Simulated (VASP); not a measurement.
Crystal: MgAgC6N6.

```
Mg Ag C N
1.0
     0.00000    5.27000    5.27000
     5.27000    0.00000    5.27000
     5.27000    5.27000    0.00000
Mg Ag C N
1 1 6 6
Direct
  0.00000 0.00000 0.00000
  0.50000 0.50000 0.50000
  0.81214 0.18786 0.18786
  0.18786 0.81214 0.18786
  0.18786 0.18786 0.81214
  0.18786 0.81214 0.81214
  0.81214 0.18786 0.81214
  0.81214 0.81214 0.18786
  0.70114 0.29886 0.29886
  0.29886 0.70114 0.29886
  0.29886 0.29886 0.70114
  0.29886 0.70114 0.70114
  0.70114 0.29886 0.70114
  0.70114 0.70114 0.29886
```

Base run:

* Program: VASP 6.6.1
* Functional: PBE
* Potentials or basis: VASP PAW PBE potentials, release 64 (Mg, Ag, C, N)
* Cutoff: 520 eV
* k mesh: 4 × 4 × 4
* Occupations: gaussian, width 0.1 eV
* Spin: no spin polarisation

Its results: pressure 6.6 GPa; largest force 2.470 eV/Å.

**Question.** The run is repeated on the same cell with these changes: spin from no spin polarisation to collinear spin, ferromagnetic start; further incar settings from ALGO = Normal; EDIFF = 1e-06; NBANDS = 46 to ALGO = Normal; EDIFF = 1e-06; NBANDS = 50. What comes out?

**Answer.** Pressure 6.5 GPa; net moment 0.99 μB per cell; site moments Mg +0.01; Ag +0.42; C +0.01; N +0.08 μB; largest force 2.498 eV/Å.

Caveats: forces of over 1 eV/Å act on the atoms, so gaps and moduli don't describe the material at rest.
